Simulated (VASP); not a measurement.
Here is a VASP 6.6.1 calculation.

The input INCAR:

```
PREC = Accurate ; ENCUT = 520
EDIFF = 1E-7 ; ISMEAR = -1
SIGMA = 0.05 ; LREAL = F
LASPH = T ; NELM = 100
ALGO = Normal ; ISIF = 2
LWAVE = F ; LCHARG = T
GGA = PS ; LELF = T
LVHAR = T ; NBANDS = 24
```

File KPOINTS:

```
Automatic mesh
0
Gamma
  7 7 7
```

The input POSCAR:

```
Sc2BC2
1.0
   -1.6629500000      1.6629500000      5.3370500000
    1.6629500000     -1.6629500000      5.3370500000
    1.6629500000      1.6629500000     -5.3370500000
Sc B C
2 1 2
Direct
    0.3475900000      0.3475900000      0.0000000000
    0.6524100000      0.6524100000      0.0000000000
    0.0000000000      0.0000000000      0.0000000000
    0.1381600000      0.1381600000      0.0000000000
    0.8618400000      0.8618400000      0.0000000000
```

Potentials or basis: VASP PAW PBE potentials, release 64 (Sc_sv, B, C).

Run with:

```sh
$ cat potpaw_PBE.64/Sc_sv/POTCAR potpaw_PBE.64/B/POTCAR potpaw_PBE.64/C/POTCAR > POTCAR
$ mpirun -np 1 vasp_std > vasp.out
```

(1) What does it give for the largest force?

(2) Predict the pressure.

## Answers

(1) 0.450 eV/Å.

(2) -2.3 GPa.

Caveat: the k points lie up to 0.38 Å⁻¹ apart; the PAW data sets were made with another functional, which shifts forces and pressure a little.
